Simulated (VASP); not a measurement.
# KF (rocksalt type) in VASP: notebook

Aim: see how the results for KF (rocksalt type) move with the level of theory and the settings. Levels: PBE, PBE+D4. Tasks: electric field gradients.

Program: VASP 6.6.1. These are calculated values, not measurements. Logs are shortened: lines on timing, memory, paths and dates and some standing lists are left out, and cuts for length are marked.

## Step 1: The cell of the first run

The structure is orthorhombic, space group Immm (No. 71). The conventional cell has a = 3.813 Å, b = 3.852 Å, c = 5.420 Å, α = 90.00°, β = 90.00°, γ = 90.00°. Within 3.6 Å of K (site symmetry mmm) lie 6 F at 2.71 Å. Within 3.6 Å of F (site symmetry mmm) lie 6 K at 2.71 Å.

## Step 2: Electric field gradients, PBE (xy shear strain of +1 %)

File INCAR:

```
PREC = Accurate ; ENCUT = 520
EDIFF = 1E-8 ; ISMEAR = -1
SIGMA = 0.08 ; LREAL = F
LASPH = T ; NELM = 100
ALGO = Normal ; ISIF = 2
LWAVE = F ; LCHARG = F
GGA = PE ; LEFG = T
NBANDS = 15
```

File KPOINTS:

```
Automatic mesh
0
Gamma
  16 16 16
```

File POSCAR:

```
KF
1.0
    0.0135494381      2.7098876288      2.7098876288
    2.7098876288      0.0135494381      2.7098876288
    2.7234370670      2.7234370670      0.0000000000
K F
1 1
Direct
    0.0000000000      0.0000000000      0.0000000000
    0.5000000000      0.5000000000      0.5000000000
```

Potentials or basis: VASP PAW PBE potentials, release 64 (K_sv, F).

The run is started by

```sh
cat potpaw_PBE.64/K_sv/POTCAR potpaw_PBE.64/F/POTCAR > POTCAR
mpirun -np 1 vasp_std > vasp.out
```

OUTCAR:

```text
PREC = Accurate
   ENCUT = 520
   EDIFF = 1E-8
   ISMEAR = -1
   LREAL = F
   LASPH = T
   NELM = 100
   ISIF = 2
   GGA = PE

 ion  position               nearest neighbor table
   1  0.000  0.000  0.000-   2 2.71   2 2.71   2 2.71   2 2.71   2 2.71   2 2.71
   2  0.500  0.500  0.500-   1 2.71   1 2.71   1 2.71   1 2.71   1 2.71   1 2.71

  LATTYP: Found a body centered orthorhombic cell.
 ALAT       =     3.8131980380
 B/A-ratio  =     1.0100502513
 C/A-ratio  =     1.4213201632

  Lattice vectors:

 A1 = (   2.7098876289,   0.0135494382,  -2.7098876288)
 A2 = (  -2.7098876288,  -0.0135494381,  -2.7098876288)
 A3 = (   0.0135494381,   2.7098876288,   2.7098876288)

Analysis of symmetry for initial positions (statically):
=====================================================================
 Subroutine PRICEL returns:
 Original cell was already a primitive cell.

 Routine SETGRP: Setting up the symmetry group for a
 body centered orthorhombic supercell.

 Subroutine GETGRP returns: Found  8 space group operations
 (whereof  8 operations were pure point group operations)
 out of a pool of  8 trial point group operations.

The static configuration has the point symmetry D_2h.

Analysis of symmetry for dynamics (positions and initial velocities):
=====================================================================
 Subroutine PRICEL returns:
 Original cell was already a primitive cell.

 Routine SETGRP: Setting up the symmetry group for a
 body centered orthorhombic supercell.

 Subroutine GETGRP returns: Found  8 space group operations
 (whereof  8 operations were pure point group operations)
 out of a pool of  8 trial point group operations.

The dynamic configuration has the point symmetry D_2h.

 Subroutine INISYM returns: Found  8 space group operations
 (whereof  8 operations are pure point group operations),
 and found     1 'primitive' translations

----------------------------------------------------------------------------------------

                                     Primitive cell

  volume of cell :      39.7991

  direct lattice vectors                    reciprocal lattice vectors
[... 138 lines left out ...]
 cond. band min:       3.0354986356   @ k =   0.0000   0.0000   0.0000
 fundamental gap:      5.9436690962
 Fermi energy:        -1.0180788238

 k-point     1 :       0.0000    0.0000    0.0000
  band No.  band energies     occupation
      1     -29.1716      2.00000
      2     -21.5473      2.00000
      3     -12.4522      2.00000
      4     -12.4509      2.00000
      5     -12.4493      2.00000
      6      -2.9181      2.00000
      7      -2.9133      2.00000
      8      -2.9082      2.00000
      9       3.0355      0.00000
     10       7.5979      0.00000
     11       7.6451      0.00000
     12       7.6940      0.00000
     13       9.2625      0.00000
     14       9.2626      0.00000
[... 401 lines left out ...]
      2     -21.5534      2.00000
      3     -12.4713      2.00000
      4     -12.4648      2.00000
      5     -12.4507      2.00000
      6      -3.0091      2.00000
      7      -2.9615      2.00000
      8      -2.9236      2.00000
      9       3.3199      0.00000
     10       7.4803      0.00000
     11       7.7086      0.00000
     12       7.8422      0.00000
     13       9.3439      0.00000
     14       9.3479      0.00000
     15      14.2583      0.00000

 [... further k-points ...]

------------------------ aborting loop because EDIFF is reached ----------------------------------------

  FORCE on cell =-STRESS in cart. coord.  units (eV):
  Direction    XX          YY          ZZ          XY          YZ          ZX
  --------------------------------------------------------------------------------------
  -------------------------------------------------------------------------------------
  Total        0.0075590      0.0075590      0.0071159     -0.0334385     -0.0000000     -0.0000000
  in kB        0.3042990      0.3042990      0.2864632     -1.3461213     -0.0000000     -0.0000000
  external PRESSURE =       0.2983537 kB  Pullay stress =       0.0000000 kB

 VOLUME and BASIS-vectors are now :
 -----------------------------------------------------------------------------
  energy-cutoff  :      520.00
  volume of cell :       39.80
      direct lattice vectors                 reciprocal lattice vectors
     0.013549438  2.709887629  2.709887629    -0.185436679  0.185436679  0.184509496
     2.709887629  0.013549438  2.709887629     0.185436679 -0.185436679  0.184509496
     2.723437067  2.723437067  0.000000000     0.183591538  0.183591538 -0.184509496

 POSITION                                       TOTAL-FORCE (eV/Angst)
 -----------------------------------------------------------------------------------
      0.00000      0.00000      0.00000         0.000000      0.000000      0.000000
      2.72344      2.72344      2.70989        -0.000000     -0.000000     -0.000000
 -----------------------------------------------------------------------------------
    total drift:                                0.000000      0.000000      0.000000

  FREE ENERGIE OF THE ION-ELECTRON SYSTEM (eV)
  ---------------------------------------------------
  free  energy   TOTEN  =        -8.2990821988 eV

  energy  without entropy=       -8.2990821988  energy(sigma->0) =       -8.29908220

 Electric field gradients (V/A^2)
---------------------------------------------------------------------
 ion       V_xx      V_yy      V_zz      V_xy      V_xz      V_yz
---------------------------------------------------------------------
   1       0.004     0.004    -0.009    -0.960    -0.000    -0.000
   2      -0.001    -0.001     0.002     0.342    -0.003    -0.003
---------------------------------------------------------------------

 Electric field gradients after diagonalization (V/A^2)
 (convention: |V_zz| > |V_xx| > |V_yy|)
----------------------------------------------------------------------
 ion       V_xx      V_yy      V_zz     asymmetry (V_yy - V_xx)/ V_zz
----------------------------------------------------------------------
   1      -0.956    -0.009     0.964       0.982
   2       0.341     0.002    -0.343       0.987
----------------------------------------------------------------------

           NMR quadrupolar parameters

 Cq : quadrupolar parameter    Cq=e*Q*V_zz/h
 eta: asymmetry parameters     (V_yy - V_xx)/ V_zz
 Q  : nuclear electric quadrupole moment in mb (millibarn)
----------------------------------------------------------------------
 ion       Cq(MHz)       eta       Q (mb)
----------------------------------------------------------------------
   1       0.002       0.982       1.000
   2      -0.001       0.987       1.000
----------------------------------------------------------------------
```

stdout:

```text
POSCAR found type information on POSCAR K F
 POSCAR found :  2 types and       2 ions
 scaLAPACK will be used
 LDA part: xc-table for (Slater+PW92), standard interpolation
 POSCAR, INCAR and KPOINTS ok, starting setup
 FFT: planning ... GRIDC
 FFT: planning ... GRID_SOFT
 FFT: planning ... GRID
 WAVECAR not read
 entering main loop
ion   1

ion   2
```

It took 5.4 min on 1 thread of Intel Xeon Platinum 8259CL at 2.50GHz (Skylake/Cascade Lake), shared host; peak memory 0.44 GiB.

What came out:

- Free energy: -8.2991 eV
- Pressure: 0.0 GPa
- Band gap on the k mesh: 5.94 eV
- Largest electric field gradient by atom: K +1.0; F -0.3 V/Å²

Stress tensor (GPa, compression positive):
```
 0.03 -0.13  0.00
-0.13  0.03  0.00
 0.00  0.00  0.03
```

Electric field gradients, principal values (V/Å²):
```tsv
atom	least	middle	greatest (by size)
1 K	-0.009	-0.956	0.964
2 F	0.002	0.341	-0.343
```

Caveat: the cell differs from its parent crystal (xy shear strain of +1 %); without QUAD_EFG the Cq values of the log hold for a quadrupole moment of 1 mb, not for the nuclei.

## Step 3: Electric field gradients, PBE+D4

File INCAR:

```
SYSTEM = KF
ALGO = Normal
EDIFF = 1E-8
ENCUT = 520
GGA = PE
ISIF = 2
ISMEAR = -1
IVDW = 13
LASPH = .TRUE.
LCHARG = .FALSE.
LEFG = .TRUE.
LREAL = .FALSE.
LWAVE = .FALSE.
NBANDS = 15
NELM = 80
PREC = Accurate
SIGMA = 0.08
```

File KPOINTS:

```
k-points
0
G
  16 16 16
  0 0 0
```

File POSCAR:

```
KF
1.0
    0.0000000000      2.7098876288      2.7098876288
    2.7098876288      0.0000000000      2.7098876288
    2.7098876288      2.7098876288      0.0000000000
K F
1 1
Direct
    0.0221411395      0.0221411395     -0.0221411395
    0.5000000000      0.5000000000      0.5000000000
```

Potentials or basis: VASP PAW PBE potentials, release 64 (K_sv, F).

The run is started by

```sh
cat potpaw_PBE.64/K_sv/POTCAR potpaw_PBE.64/F/POTCAR > POTCAR
mpirun -np 1 vasp_std > vasp.out
```

OUTCAR:

```text
SYSTEM = KF
   EDIFF = 1E-8
   ENCUT = 520
   GGA = PE
   ISIF = 2
   ISMEAR = -1
   IVDW = 13
   LASPH = .TRUE.
   LREAL = .FALSE.
   NELM = 80
   PREC = Accurate

 ion  position               nearest neighbor table
   1  0.022  0.022  0.978-   2 2.59   2 2.71   2 2.71   2 2.71   2 2.71   2 2.83
   2  0.500  0.500  0.500-   1 2.59   1 2.71   1 2.71   1 2.71   1 2.71   1 2.83

  LATTYP: Found a face centered cubic cell.
 ALAT       =     5.4197752576

  Lattice vectors:

 A1 = (   0.0000000000,   2.7098876288,   2.7098876288)
 A2 = (   2.7098876288,   0.0000000000,   2.7098876288)
 A3 = (   2.7098876288,   2.7098876288,   0.0000000000)

Analysis of symmetry for initial positions (statically):
=====================================================================
 Subroutine PRICEL returns:
 Original cell was already a primitive cell.

 Routine SETGRP: Setting up the symmetry group for a
 face centered cubic supercell.

 Subroutine GETGRP returns: Found  8 space group operations
 (whereof  8 operations were pure point group operations)
 out of a pool of 48 trial point group operations.

The static configuration has the point symmetry C_4v.

Analysis of symmetry for dynamics (positions and initial velocities):
=====================================================================
 Subroutine PRICEL returns:
 Original cell was already a primitive cell.

 Routine SETGRP: Setting up the symmetry group for a
 face centered cubic supercell.

 Subroutine GETGRP returns: Found  8 space group operations
 (whereof  8 operations were pure point group operations)
 out of a pool of 48 trial point group operations.

The dynamic configuration has the point symmetry C_4v.
[... 577 lines left out ...]
      8      -3.2196      2.00000
      9       5.9969      0.00000
     10       7.2870      0.00000
     11       8.9320      0.00000
     12       9.0082      0.00000
     13      11.0688      0.00000
     14      11.1372      0.00000
     15      12.6706      0.00000

 [... further k-points ...]

------------------------ aborting loop because EDIFF is reached ----------------------------------------

  DFT-D4 for vdW energy calculation

  Edisp (eV):   -0.13604

  FORCE on cell =-STRESS in cart. coord.  units (eV):
  Direction    XX          YY          ZZ          XY          YZ          ZX
  --------------------------------------------------------------------------------------
  -------------------------------------------------------------------------------------
  Total      -0.13785    -0.13785     0.02082     0.00000     0.00000     0.00000
  in kB      -5.54914    -5.54914     0.83824     0.00000     0.00000     0.00000
  external pressure =       -3.42 kB  Pullay stress =        0.00 kB

 VOLUME and BASIS-vectors are now :
 -----------------------------------------------------------------------------
  energy-cutoff  :      520.00
  volume of cell :       39.80
      direct lattice vectors                 reciprocal lattice vectors
     0.000000000  2.709887629  2.709887629    -0.184509496  0.184509496  0.184509496
     2.709887629  0.000000000  2.709887629     0.184509496 -0.184509496  0.184509496
     2.709887629  2.709887629  0.000000000     0.184509496  0.184509496 -0.184509496

 POSITION                                       TOTAL-FORCE (eV/Angst)
 -----------------------------------------------------------------------------------
      2.70989      2.70989      0.12000         0.000000      0.000000     -0.170111
      2.70989      2.70989      2.70989         0.000000      0.000000      0.170111
 -----------------------------------------------------------------------------------
    total drift:                                0.000000      0.000000     -0.000051

  FREE ENERGIE OF THE ION-ELECTRON SYSTEM (eV)
  ---------------------------------------------------
  free  energy   TOTEN  =        -8.4253669519 eV

  energy  without entropy=       -8.4253669518  energy(sigma->0) =       -8.42536695

 Electric field gradients (V/A^2)
---------------------------------------------------------------------
 ion       V_xx      V_yy      V_zz      V_xy      V_xz      V_yz
---------------------------------------------------------------------
   1       0.813     0.813    -1.627     0.000     0.000     0.000
   2       0.543     0.543    -1.086    -0.003    -0.003    -0.003
---------------------------------------------------------------------

 Electric field gradients after diagonalization (V/A^2)
 (convention: |V_zz| > |V_xx| > |V_yy|)
----------------------------------------------------------------------
 ion       V_xx      V_yy      V_zz     asymmetry (V_yy - V_xx)/ V_zz
----------------------------------------------------------------------
   1       0.814     0.813    -1.627       0.000
   2       0.546     0.540    -1.086       0.006
----------------------------------------------------------------------

           NMR quadrupolar parameters

 Cq : quadrupolar parameter    Cq=e*Q*V_zz/h
 eta: asymmetry parameters     (V_yy - V_xx)/ V_zz
 Q  : nuclear electric quadrupole moment in mb (millibarn)
----------------------------------------------------------------------
 ion       Cq(MHz)       eta       Q (mb)
----------------------------------------------------------------------
   1      -0.004       0.000       1.000
   2      -0.003       0.006       1.000
----------------------------------------------------------------------
```

OSZICAR:

```text
N       E                     dE             d eps       ncg     rms          rms(c)
DAV:   1     0.103337579928E+03    0.10334E+03   -0.80100E+03 10470   0.101E+03
DAV:   2    -0.502797981890E+01   -0.10837E+03   -0.10073E+03 13783   0.279E+02
DAV:   3    -0.941833065137E+01   -0.43904E+01   -0.43697E+01 14310   0.490E+01
DAV:   4    -0.956745034863E+01   -0.14912E+00   -0.14909E+00 13866   0.838E+00
DAV:   5    -0.956939373877E+01   -0.19434E-02   -0.19434E-02 14446   0.850E-01    0.629E+00
DAV:   6    -0.832251737010E+01    0.12469E+01   -0.35983E+00 11121   0.145E+01    0.383E+00
DAV:   7    -0.829204213895E+01    0.30475E-01   -0.67787E-02 13039   0.224E+00    0.214E+00
DAV:   8    -0.828694061954E+01    0.51015E-02   -0.53649E-02 11660   0.226E+00    0.198E-01
DAV:   9    -0.828858925531E+01   -0.16486E-02   -0.39019E-03 13683   0.515E-01    0.123E-01
DAV:  10    -0.828919655591E+01   -0.60730E-03   -0.49055E-04 11114   0.188E-01    0.633E-02
DAV:  11    -0.828933071367E+01   -0.13416E-03   -0.13216E-04 11128   0.948E-02    0.194E-02
DAV:  12    -0.828933006068E+01    0.65299E-06   -0.11989E-05 12927   0.333E-02    0.390E-03
DAV:  13    -0.828933030498E+01   -0.24430E-06   -0.21865E-06 11499   0.129E-02    0.214E-03
DAV:  14    -0.828933032050E+01   -0.15520E-07   -0.72918E-08 13858   0.253E-03    0.424E-04
DAV:  15    -0.828933031131E+01    0.91829E-08   -0.38960E-09  9176   0.643E-04
   1 F= -.84253670E+01 E0= -.84253670E+01  d E =-.677343E-10
```

stdout:

```text
POSCAR found type information on POSCAR K F
 POSCAR found :  2 types and       2 ions
 scaLAPACK will be used
 LDA part: xc-table for (Slater+PW92), standard interpolation
 POSCAR, INCAR and KPOINTS ok, starting setup
 FFT: planning ... GRIDC
 FFT: planning ... GRID_SOFT
 FFT: planning ... GRID
 WAVECAR not read
 entering main loop
ion   1

ion   2
```

Run time: 100 s. Hardware: 1 thread of Intel Xeon 6975P-C (Granite Rapids), shared host; peak memory 0.31 GiB.

What came out:

* Free energy: -8.4254 eV
* Pressure: -0.3 GPa
* Largest force: 0.170 eV/Å
* Band gap on the k mesh: 5.95 eV
* Largest electric field gradient by atom: K -1.6; F -1.1 V/Å²
* Dispersion energy per atom: -0.068 eV

Forces on the atoms (eV/Å):
```
K    0.000  0.000 -0.170
F    0.000  0.000  0.170
```

Stress tensor (GPa, compression positive):
```
-0.55  0.00  0.00
 0.00 -0.55  0.00
 0.00  0.00  0.08
```

Electric field gradients, principal values (V/Å²):
```
atom  least  middle  greatest (by size)
 1 K  0.813   0.814              -1.627
 2 F  0.540   0.546              -1.086
```

Caveat: without QUAD_EFG the Cq values of the log hold for a quadrupole moment of 1 mb, not for the nuclei. A k mesh can miss the band edges.

(Part 1 of 2 ends here.)
